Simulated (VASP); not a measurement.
# V4Bi4O15 (a cell with a defect) in VASP: a series of runs

The runs below take V4Bi4O15 (a cell with a defect) through single point, with PBE.

All numbers are computed with VASP 6.6.1; they aren't measurements. Logs are shortened: lines on timing, memory, paths and dates and some standing lists are left out, and cuts for length are marked.

## Step 1: The cell of the first run

The cell holds a defect, 23 atoms: a = 6.929 Å, b = 6.929 Å, c = 7.307 Å, α = 90.00°, β = 90.00°, γ = 116.36°.

## Step 2: Single point, PBE (atoms taken out, then relaxed in part)

Input file INCAR:

```
SYSTEM = V4Bi4O15
  PREC = Accurate
  ENCUT = 520
  EDIFF = 1E-6
  ISMEAR = 0
  SIGMA = 0.02
  LREAL = Auto
  LASPH = .True.
  NELM = 80
  ALGO = Normal
  ISIF = 2
  LWAVE = .False.
  LCHARG = .True.
  GGA = PE
  LELF = .True.
  LVHAR = .True.
  NBANDS = 118
  NELECT = 200.0
```

Input file KPOINTS:

```
Automatic mesh
0
Gamma
  2 2 2
  0.5 0.5 0.5
```

Input file POSCAR:

```
V4Bi4O15
1.0
   -2.5834678445     -2.5834678445      5.8874966706
   -2.5834678445     -2.5834678445     -5.8874966706
    5.1669356890     -5.1669356890      0.0000000000
V Bi O
4 4 15
Direct
    0.0062689785     -0.0804598813      0.4194444620
    0.4883876338      0.5041683055      0.0120653700
    0.4881010738      0.0100843987      0.7475173566
   -0.0153317685      0.4833860182      0.2774140765
   -0.0079605327      0.0199317159     -0.0191848259
    0.4565407696      0.4914989986      0.5253121744
    0.5158954513     -0.0027039098      0.2437467030
   -0.0231856291      0.5304916148      0.7864772441
    1.2324205643      0.1192559100      0.4984374378
    0.4491404632      0.6411929383      0.1928150599
    0.2233746789      0.8768633899      0.8370196848
    0.7213934685      0.3719718751      0.3295956936
    0.5919651318      0.2824373920      0.7115882420
    0.0988713557      0.7810067385      0.2587145104
    0.8606829766      0.0073114375      0.2720800540
    0.3469648657      0.5117082946      0.8150690242
    0.6534497505      0.9935989920      0.9188879902
    0.1087168737      0.4499539936      0.4689062726
    0.8615679269      0.7519388765      0.5896294191
    0.3772864136      0.2409945507      0.0793645639
    0.5071730442      0.8846385845      0.5477351148
    0.0120810680      0.3784633578      0.0703372405
    0.7743682959      0.6366960182      0.9724668725
```

Potentials or basis: VASP PAW PBE potentials, release 64 (V_sv, Bi_d, O).

The run is started by

```bash
cat potpaw_PBE.64/V_sv/POTCAR potpaw_PBE.64/Bi_d/POTCAR potpaw_PBE.64/O/POTCAR > POTCAR
mpirun -np 1 vasp_std > vasp.out
```

OUTCAR:

```text
SYSTEM = V4Bi4O15
   PREC = Accurate
   ENCUT = 520
   EDIFF = 1E-6
   ISMEAR = 0
   LREAL = Auto
   LASPH = .True.
   NELM = 80
   ISIF = 2
   GGA = PE
   NELECT = 200.0

 ion  position               nearest neighbor table
   1  0.006  0.920  0.419-   9 1.67  19 1.69  15 1.76  14 1.81   5 3.29
   2  0.488  0.504  0.012-  20 1.71  10 1.72  16 1.76  23 1.80
   3  0.488  0.010  0.748-  13 1.72  21 1.73  17 1.73  11 1.77
   4  0.985  0.483  0.277-  12 1.68  18 1.71  22 1.73  14 1.86
   5  0.992  0.020  0.981-  15 2.30  17 2.32  23 2.40  11 2.46  22 2.51  20 2.52  14 2.92   1 3.29
                             8 3.63   7 3.76   8 3.86
   6  0.457  0.491  0.525-  16 2.27  18 2.33   9 2.36  13 2.46  21 2.59  19 2.62  10 2.65  12 2.73

   7  0.516  0.997  0.244-  10 2.33  21 2.35  15 2.37  12 2.42  17 2.56  20 2.58  14 2.60   5 3.76

   8  0.977  0.530  0.786-  11 2.27  23 2.30  22 2.39  19 2.48  13 2.51  16 2.63  18 2.64   5 3.63
                             5 3.86
   9  0.232  0.119  0.498-   1 1.67   6 2.36
  10  0.449  0.641  0.193-   2 1.72   7 2.33   6 2.65
  11  0.223  0.877  0.837-   3 1.77   8 2.27   5 2.46
  12  0.721  0.372  0.330-   4 1.68   7 2.42   6 2.73
  13  0.592  0.282  0.712-   3 1.72   6 2.46   8 2.51
  14  0.099  0.781  0.259-   1 1.81   4 1.86   7 2.60   5 2.92
  15  0.861  0.007  0.272-   1 1.76   5 2.30   7 2.37
  16  0.347  0.512  0.815-   2 1.76   6 2.27   8 2.63
  17  0.653  0.994  0.919-   3 1.73   5 2.32   7 2.56
  18  0.109  0.450  0.469-   4 1.71   6 2.33   8 2.64
  19  0.862  0.752  0.590-   1 1.69   8 2.48   6 2.62
  20  0.377  0.241  0.079-   2 1.71   5 2.52   7 2.58
  21  0.507  0.885  0.548-   3 1.73   7 2.35   6 2.59
  22  0.012  0.378  0.070-   4 1.73   8 2.39   5 2.51
  23  0.774  0.637  0.972-   2 1.80   8 2.30   5 2.40

  LATTYP: Found a base centered orthorhombic cell.
 ALAT       =     7.3071505273
 B/A-ratio  =     1.6114343474
 C/A-ratio  =     1.0000000000

  Lattice vectors:

 A1 = (  -2.5834678445,  -2.5834678445,   5.8874966706)
 A2 = (  -2.5834678445,  -2.5834678445,  -5.8874966706)
 A3 = (   5.1669356890,  -5.1669356890,   0.0000000000)

Analysis of symmetry for initial positions (statically):
=====================================================================
 Subroutine PRICEL returns:
 Original cell was already a primitive cell.

 Routine SETGRP: Setting up the symmetry group for a
 base centered orthorhombic supercell.

 Subroutine GETGRP returns: Found  1 space group operations
 (whereof  1 operations were pure point group operations)
 out of a pool of  8 trial point group operations.

The static configuration has the point symmetry C_1 .

Analysis of symmetry for dynamics (positions and initial velocities):
=====================================================================
 Subroutine PRICEL returns:
 Original cell was already a primitive cell.

 Routine SETGRP: Setting up the symmetry group for a
 base centered orthorhombic supercell.

 Subroutine GETGRP returns: Found  1 space group operations
 (whereof  1 operations were pure point group operations)
 out of a pool of  8 trial point group operations.

The dynamic configuration has the point symmetry C_1 .

 Subroutine INISYM returns: Found  1 space group operations
 (whereof  1 operations are pure point group operations),
 and found     1 'primitive' translations

----------------------------------------------------------------------------------------

                                     Primitive cell

  volume of cell :     314.3596

  direct lattice vectors                    reciprocal lattice vectors
    -2.583467844 -2.583467844  5.887496671    -0.096769155 -0.096769155  0.084925738
    -2.583467844 -2.583467844 -5.887496671    -0.096769155 -0.096769155 -0.084925738
     5.166935689 -5.166935689  0.000000000     0.096769155 -0.096769155  0.000000000

  length of vectors
     6.929013584  6.929013584  7.307150527     0.161061850  0.161061850  0.136852251

  position of ions in fractional coordinates (direct lattice)
     0.006268979  0.919540119  0.419444462
     0.488387634  0.504168306  0.012065370
     0.488101074  0.010084399  0.747517357
     0.984668232  0.483386018  0.277414077
     0.992039467  0.019931716  0.980815174
     0.456540770  0.491498999  0.525312174
[... 15 lines left out ...]
     0.012081068  0.378463358  0.070337241
     0.774368296  0.636696018  0.972466873

  ion indices of the primitive-cell ions
   primitive index   ion index
                 1           1
                 2           2
                 3           3
                 4           4
                 5           5
                 6           6
[... 15 lines left out ...]
                22          22
                23          23

----------------------------------------------------------------------------------------

 KPOINTS: Automatic mesh

Automatic generation of k-mesh.
 Grid dimensions read from file:
 generate k-points for:    2    2    2

 Generating k-lattice:

  Cartesian coordinates                     Fractional coordinates (reciprocal lattice)
    -0.048384577 -0.048384577  0.042462869     0.500000000  0.000000000  0.000000000
    -0.048384577 -0.048384577 -0.042462869     0.000000000  0.500000000  0.000000000
     0.048384577 -0.048384577  0.000000000     0.000000000  0.000000000  0.500000000

  Length of vectors
     0.080530925  0.080530925  0.068426126

  Shift w.r.t. Gamma in fractional coordinates (k-lattice)
     0.500000000  0.500000000  0.500000000

 Subroutine IBZKPT returns following result:
 ===========================================

 Found      4 irreducible k-points:

 Following reciprocal coordinates:
            Coordinates               Weight
  0.250000  0.250000  0.250000      2.000000
 -0.250000 -0.250000  0.250000      2.000000
 -0.250000  0.250000  0.250000      2.000000
  0.250000 -0.250000  0.250000      2.000000
   k-points           NKPTS =      4   k-points in BZ     NKDIM =      4   number of bands    NBANDS=    118
   number of dos      NEDOS =    301   number of ions     NIONS =     23
   total plane-waves  NPLWV = 157464
   dimension x,y,z NGX =    54 NGY =   54 NGZ =   54
   dimension x,y,z NGXF=   108 NGYF=  108 NGZF=  108
   ions per type =               4   4  15
   NGX,Y,Z   is equivalent  to a cutoff of  12.96, 12.96, 12.29 a.u.
   NGXF,Y,Z  is equivalent  to a cutoff of  25.91, 25.91, 24.57 a.u.
 SYSTEM =  V4Bi4O15
   PREC   = accura    normal or accurate (medium, high low for compatibility)
   ISTART =      0    job   : 0-new  1-cont  2-samecut
   ICHARG =      2    charge: 1-file 2-atom 10-const
   ISPIN  =      1    spin polarized calculation?
   LNONCOLLINEAR =      F non collinear calculations
   LSORBIT =      F    spin-orbit coupling
   LASPH  =      T    aspherical Exc in radial PAW
   ENCUT  =  520.0 eV  38.22 Ry    6.18 a.u.  12.88 12.88 13.59*2*pi/ulx,y,z
   NELM   =     80;   NELMIN=  2; NELMDL= -5     # of ELM steps
   EDIFF  = 0.1E-05   stopping-criterion for ELM
   LREAL  =      T    real-space projection
   EDIFFG = 0.1E-04   stopping-criterion for IOM
   NSW    =      0    number of steps for IOM
   IBRION =     -1    ionic relax: 0-MD 1-quasi-New 2-CG
   NFREE  =      0    steps in history (QN), initial steepest desc. (CG)
   ISIF   =      2    stress and relaxation
   ISYM   =      2    0-nonsym 1-usesym 2-fastsym
   POTIM  = 0.5000    time-step for ionic-motion
   TEBEG  =    0.0;   TEEND  =   0.0 temperature during run
   PSTRESS=    0.0 pullay stress
   NELECT =     200.0000    total number of electrons
   NUPDOWN=      -1.0000    fix difference up-down
   EMIN   =  10.00;   EMAX   =-10.00  energy-range for DOS
   EFERMI =   0.00;   METHOD = LEGACY
   ISMEAR =     0;   SIGMA  =   0.02  broadening in eV -4-tet -1-fermi 0-gaus
   EFERMI_NEDOS =   21; number of points for ismear=-14 and -15
   IALGO  =     38    algorithm
   IMIX   =      4    mixing-type and parameters
     AMIX     =   0.40;   BMIX     =  1.00
     AMIX_MAG =   1.60;   BMIX_MAG =  1.00
  volume/ion in A,a.u.               =      13.67        92.23
  Fermi-wavevector in a.u.,A,eV,Ry     =   1.408021  2.660775 26.973878  1.982524
  Thomas-Fermi vector in A             =   2.530221
   LORBIT       =      0    0 simple, 1 ext, 2 COOP (PROOUT), +10 PAW based schemes
   GGA     = PE    functional components
   LHFCALC =     F    Hartree Fock is set to
   AEXX    =    0.0000 exact exchange contribution
   IVDW    =     0    specifies the selected vdW correction
   LEPSILON=     F    determine dielectric tensor
   LRPA    =     F    only Hartree local field effects (RPA)
 non-spin polarized calculation
 Gauss-broadening in eV      SIGMA  =   0.02
  energy-cutoff  :      520.00
  volume of cell :      314.36
 maximum number of plane-waves:      8480
 NGX is ok and might be reduce to    54
   NGX = 25   NGY = 25   NGZ = 27

 number of electron     199.9999995 magnetization

 Free energy of the ion-electron system (eV)
  ---------------------------------------------------
  ext. energy  EPLUGINS =         0.00000000
  ---------------------------------------------------
  free energy    TOTEN  =      -182.04392830 eV

  energy without entropy =     -182.04392830  energy(sigma->0) =     -182.04392830

 E-fermi :   4.1260     XC(G=0): -10.4233

 val. band max:        4.0271529049   @ k =   0.2500   0.2500   0.2500
 cond. band min:       6.3551702665   @ k =   0.2500   0.2500   0.2500
 fundamental gap:      2.3280173616
 Fermi energy:         4.1260396492

 k-point     1 :       0.2500    0.2500    0.2500
  band No.  band energies     occupation
      1     -60.3329      2.00000
      2     -60.1975      2.00000
      3     -60.0514      2.00000
      4     -60.0031      2.00000
      5     -34.3191      2.00000
      6     -34.2939      2.00000
[... 104 lines left out ...]
    111       7.8345      0.00000
    112       8.0002      0.00000

 k-point     2 :      -0.2500   -0.2500    0.2500
  band No.  band energies     occupation
      1     -60.3329      2.00000
      2     -60.1975      2.00000
      3     -60.0514      2.00000
      4     -60.0032      2.00000
      5     -34.3191      2.00000
      6     -34.2939      2.00000
[... 104 lines left out ...]
    111       7.8603      0.00000
    112       7.9906      0.00000

 k-point     3 :      -0.2500    0.2500    0.2500
  band No.  band energies     occupation
      1     -60.3329      2.00000
      2     -60.1975      2.00000
      3     -60.0514      2.00000
      4     -60.0031      2.00000
      5     -34.3191      2.00000
      6     -34.2939      2.00000
[... 104 lines left out ...]
    111       7.8002      0.00000
    112       7.9890      0.00000

 k-point     4 :       0.2500   -0.2500    0.2500
  band No.  band energies     occupation
      1     -60.3329      2.00000
      2     -60.1975      2.00000
      3     -60.0514      2.00000
      4     -60.0031      2.00000
      5     -34.3191      2.00000
      6     -34.2939      2.00000
[... 104 lines left out ...]
    111       7.7854      0.00000
    112       7.9007      0.00000
 [bands above 112 left out]

------------------------ aborting loop because EDIFF is reached ----------------------------------------

  FORCE on cell =-STRESS in cart. coord.  units (eV):
  Direction    XX          YY          ZZ          XY          YZ          ZX
  --------------------------------------------------------------------------------------
  -------------------------------------------------------------------------------------
  Total      -18.1074952    -17.4648895    -14.2209186     -0.5774604     -0.3276722      0.7990602
  in kB      -92.2873505    -89.0122218    -72.4788761     -2.9431067     -1.6700264      4.0725207
  external PRESSURE =     -84.5928161 kB  Pullay stress =       0.0000000 kB

 VOLUME and BASIS-vectors are now :
 -----------------------------------------------------------------------------
  energy-cutoff  :      520.00
  volume of cell :      314.36
      direct lattice vectors                 reciprocal lattice vectors
    -2.583467844 -2.583467844  5.887496671    -0.096769155 -0.096769155  0.084925738
    -2.583467844 -2.583467844 -5.887496671    -0.096769155 -0.096769155 -0.084925738
     5.166935689 -5.166935689  0.000000000     0.096769155 -0.096769155  0.000000000

 POSITION                                       TOTAL-FORCE (eV/Angst)
 -----------------------------------------------------------------------------------
     -0.22456     -4.55904     -5.37688        -0.009893      0.089759     -0.031330
     -2.50190     -2.62658     -0.09291        -0.086517     -0.010938      0.020485
      2.57533     -5.14942      2.81432         0.055197      0.034723     -0.009120
     -2.35929     -5.22605      2.95130        -0.111005     -0.040414      0.003491
      2.45341     -7.68220      5.72328        -0.004204      0.005811      0.010134
      0.26502     -5.16348     -0.20582        -0.034286     -0.007334      0.020592
[... 15 lines left out ...]
     -0.64553     -1.37239     -2.15707        -0.064761      0.097457      0.062444
      1.37923     -8.67011      0.81055        -0.055932     -0.049171      0.036513
 -----------------------------------------------------------------------------------
    total drift:                               -0.005028     -0.008624      0.045279

  FREE ENERGIE OF THE ION-ELECTRON SYSTEM (eV)
  ---------------------------------------------------
  free  energy   TOTEN  =      -182.0439282986 eV

  energy  without entropy=     -182.0439282986  energy(sigma->0) =     -182.04392830
```

It took 4.4 min on 1 thread of AMD EPYC 9R45 (Zen 5), shared host; peak memory 0.4 GiB.

What came out:

| Property | Result |
| --- | --- |
| Free energy | -182.0439 eV |
| Largest force | 0.202 eV/Å |

Forces in eV/Å, atoms in the order of the input:
```
V   -0.010  0.090 -0.031
V   -0.087 -0.011  0.020
V    0.055  0.035 -0.009
V   -0.111 -0.040  0.003
Bi  -0.004  0.006  0.010
Bi  -0.034 -0.007  0.021
Bi   0.004  0.019 -0.016
Bi  -0.004  0.013  0.031
O   -0.088 -0.181  0.017
O    0.065 -0.103 -0.090
O    0.079  0.020 -0.050
O    0.143  0.076 -0.112
O   -0.106 -0.069 -0.088
O   -0.079  0.009  0.025
O   -0.021  0.046 -0.082
O   -0.032  0.090 -0.071
O    0.034 -0.093  0.074
O    0.072 -0.101  0.074
O    0.160 -0.008  0.013
O    0.142  0.060  0.094
O   -0.058  0.102  0.068
O   -0.065  0.097  0.062
O   -0.056 -0.049  0.037
```

Levels at points of the mesh, in eV from the Fermi level:
| k point | band 96 | band 97 | band 98 | band 99 | band 100 | band 101 | band 102 | band 103 | band 104 | band 105 |
| --- | --- | --- | --- | --- | --- | --- | --- | --- | --- | --- |
| (0.25, 0.25, 0.25) | -0.88 | -0.74 | -0.57 | -0.52 | -0.10 | 2.23 | 2.35 | 2.57 | 2.65 | 2.76 |

Caveat: the cell carries a net charge on a neutralising background, which shifts energy and pressure; the cell differs from its parent crystal (atoms taken out, then relaxed in part); the cell is charged against a uniform background, so pressure and absolute levels hang on convention; spin-orbit coupling is left out, which moves the levels of the heavy elements.

## Step 3: Single point, PBE (atoms taken out, then relaxed in part)

Input file INCAR:

```
ALGO     = Normal         # electronic algorithm
EDIFF    = 1E-6           # SCF threshold, eV
ENCUT    = 520            # plane-wave cutoff, eV
GGA      = PE             # functional
ISIF     = 2              # what is computed and relaxed
ISMEAR   = 0              # smearing method
LASPH    = T              # aspherical terms in the spheres
LCHARG   = F              # write CHGCAR
LREAL    = Auto         
LWAVE    = F              # write WAVECAR
NBANDS   = 118            # bands
NELECT   = 200.0        
NELM     = 80             # most SCF steps
PREC     = Accurate       # precision mode
SIGMA    = 0.02           # smearing width, eV
```

KPOINTS is that of step 2.

Input file POSCAR:

```
V4Bi4O15
1.0
   -2.5834678445     -2.5834678445      5.8874966706
   -2.5834678445     -2.5834678445     -5.8874966706
    5.1669356890     -5.1669356890      0.0000000000
V Bi O
4 4 15
Direct
    0.0429965578      0.1217027612      0.4657696842
    0.4940116362      0.4816012537     -0.0062433458
    0.4840451770     -0.0305018672      0.7423666832
    0.0061033573      0.4940079451      0.2443976428
   -0.0005821687     -0.0354812140     -0.0265414144
    0.5106705633      0.5023800273      0.4945530411
    0.5065724707     -0.0321792911      0.2343928570
   -0.0138754414      0.4702581235      0.7739946283
    1.2907674540      0.1334405440      0.4348043929
    0.4586749905      0.6047425201      0.1978052600
    0.2033956917      0.8496775313      0.7982261494
    0.7566219002      0.4271257712      0.3199103051
    0.6083767671      0.2390297711      0.6949241682
    0.1363708712      0.7620624253      0.1969521431
    0.8602231864     -0.0273520807      0.3064742777
    0.3418488708      0.4849907476      0.8090881916
    0.6124494587      0.9300365892      0.9327205111
    0.1186227901      0.4103589356      0.4402186182
    0.9538492406      1.0776889167      0.6862323631
    0.4024137858      0.2195110151      0.0479727892
    0.4952432420      0.8348853620      0.5439991455
   -0.0174027480      0.3419869024      0.0510919989
    0.7712909833      0.6064591918      0.9231911414
```

Potentials or basis: VASP PAW PBE potentials, release 64 (V_sv, Bi_d, O).

The run is started by

```bash
cat potpaw_PBE.64/V_sv/POTCAR potpaw_PBE.64/Bi_d/POTCAR potpaw_PBE.64/O/POTCAR > POTCAR
mpirun -np 1 vasp_std > vasp.out
```

It took 4.3 min on 1 thread of AMD EPYC 9R45 (Zen 5), shared host; peak memory 0.4 GiB.

Results (log left out):

- Free energy: -181.8711 eV
- Largest force: 0.199 eV/Å

Forces on the atoms (eV/Å):
```
V   -0.020  0.005 -0.030
V   -0.050 -0.089 -0.046
V    0.043  0.032 -0.010
V   -0.005 -0.070  0.091
Bi   0.017 -0.028 -0.012
Bi  -0.012 -0.019  0.016
Bi   0.015 -0.008 -0.014
Bi  -0.014  0.027  0.004
O   -0.072 -0.032  0.152
O    0.033 -0.051 -0.049
O    0.055  0.035 -0.041
O    0.136  0.046 -0.124
O   -0.120 -0.068 -0.076
O   -0.121 -0.064 -0.081
O   -0.005  0.173 -0.022
O   -0.052  0.110 -0.078
O    0.044 -0.082  0.075
O   -0.010 -0.075 -0.013
O    0.142 -0.074 -0.022
O    0.142  0.073  0.119
O   -0.046  0.069  0.044
O   -0.029  0.118  0.075
O   -0.070 -0.028  0.040
```

Levels at points of the mesh, in eV from the Fermi level:
```tsv
k point	band 98	band 99	band 100	band 101	band 102	band 103
(0.25, 0.25, 0.25)	-0.63	-0.45	-0.29	2.11	2.27	2.39
```

Caveat: the cell carries a net charge on a neutralising background, which shifts energy and pressure; the cell differs from its parent crystal (atoms taken out, then relaxed in part); the cell is charged against a uniform background, so pressure and absolute levels hang on convention; spin-orbit coupling is left out, which moves the levels of the heavy elements.
